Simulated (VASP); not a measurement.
Write the native input for VASP 6.6.1 that does the following.

```
Task                   : single point
Functional             : r2SCAN
Dispersion             : D3(BJ)
Potentials or basis    : VASP PAW PBE potentials, release 64 (Al, Ru_pv)
Cutoff                 : 520 eV
k mesh                 : 3 × 3 × 1
Occupations            : gaussian, width 0.15 eV
Spin                   : no spin polarisation
Dipole correction      : no
Further INCAR settings : LREAL = Auto; ALGO = Normal; EDIFF = 1e-07; NBANDS = 45
```

System: Al16Ru, a slab with vacuum.

```
Al Ru
1.0
     5.72757    0.00000    0.00000
     2.86378    4.96022    0.00000
     0.00000    0.00000   18.01481
Al Ru
16 1
Cartesian
  0.0000 0.0000 1.0000
  2.8638 0.0000 1.0000
  1.4319 2.4801 1.0000
  4.2957 2.4801 1.0000
  1.4120 0.8063 3.2830
  4.2892 0.7971 3.2468
  2.8440 3.2928 3.2563
  5.6929 3.2811 3.2836
  -0.0925 1.5713 5.5869
  2.8630 1.6052 5.4908
  1.3680 4.0858 5.4863
  4.1797 4.0707 5.6137
  -0.1909 -0.1145 8.1168
  2.7814 0.1154 7.7386
  1.5354 2.3223 7.6563
  4.5567 2.6069 8.1326
  0.8021 3.6862 9.3124
```

The input as run:

POSCAR

```
Al16Ru
1.0
    5.7275650000      0.0000000000      0.0000000000
    2.8637820000      4.9602170000      0.0000000000
    0.0000000000      0.0000000000     18.0148060000
Al Ru
16 1
Direct
    0.0000000000      0.0000000000      0.0555098956
    0.5000000873      0.0000000000      0.0555098956
   -0.0000000504      0.5000001008      0.0555098956
    0.5000000369      0.5000001008      0.0555098956
    0.1652456672      0.1625580091      0.1822372664
    0.6685313151      0.1606911552      0.1802286963
    0.1646172791      0.6638465616      0.1807566509
    0.6632027260      0.6614785200      0.1822739029
   -0.1745427671      0.3167772700      0.3101286242
    0.3380462855      0.3236213254      0.3047960661
   -0.1730223807      0.8237236395      0.3045436626
    0.3194231297      0.8206659104      0.3116170665
   -0.0217888163     -0.0230876996      0.4505601115
    0.4739723948      0.0232731753      0.4295680453
    0.0339826670      0.4681938310      0.4250027450
    0.5328044962      0.5255552328      0.4514378895
   -0.2315347674      0.7431447052      0.5169323500
```

INCAR.step1

```
SYSTEM = Al16Ru
PREC = Accurate
ENCUT = 520
ISMEAR = 0
SIGMA = 0.15
LREAL = Auto
LASPH = .True.
NELM = 80
NBANDS = 45
GGA = PE
ALGO = Normal
EDIFF = 1E-4
LWAVE = .True.
LCHARG = .False.
```

INCAR.step2

```
SYSTEM = Al16Ru
PREC = Accurate
ENCUT = 520
EDIFF = 1E-7
ISMEAR = 0
SIGMA = 0.15
LREAL = Auto
LASPH = .True.
NELM = 80
ALGO = Normal
ISIF = 2
LWAVE = .False.
LCHARG = .False.
METAGGA = R2SCAN
LMIXTAU = .True.
IVDW = 12
VDW_S6 = 1.0
VDW_S8 = 0.78981345
VDW_A1 = 0.49484001
VDW_A2 = 5.73083694
NBANDS = 45
ISTART = 1
```

KPOINTS

```
Automatic mesh
0
Gamma
  3 3 1
  0 0 0
```

Potentials or basis: VASP PAW PBE potentials, release 64 (Al, Ru_pv).

The run is started by

```console
$ cat potpaw_PBE.64/Al/POTCAR potpaw_PBE.64/Ru_pv/POTCAR > POTCAR
$ cp INCAR.step1 INCAR
$ mpirun -np 1 vasp_std > vasp.out
$ cp INCAR.step2 INCAR
$ mpirun -np 1 vasp_std > vasp.out
```

Results of the run:

```json
{"Largest force": "0.231 eV/Å", "Band gap on the k mesh": "zero (bands 31 and 32 overlap by 0.45 eV)", "Dispersion energy per atom": "-0.121 eV"}
```

Caveat: the k points lie up to 0.42 Å⁻¹ apart; there is no dipole correction, which matters where the two faces differ; the PAW data sets were made with another functional, which shifts forces and pressure a little.

It took 11 min on 1 thread of Intel(R) Xeon(R) 6975P-C (Granite Rapids), on a shared host, peak memory 0.76 GiB.
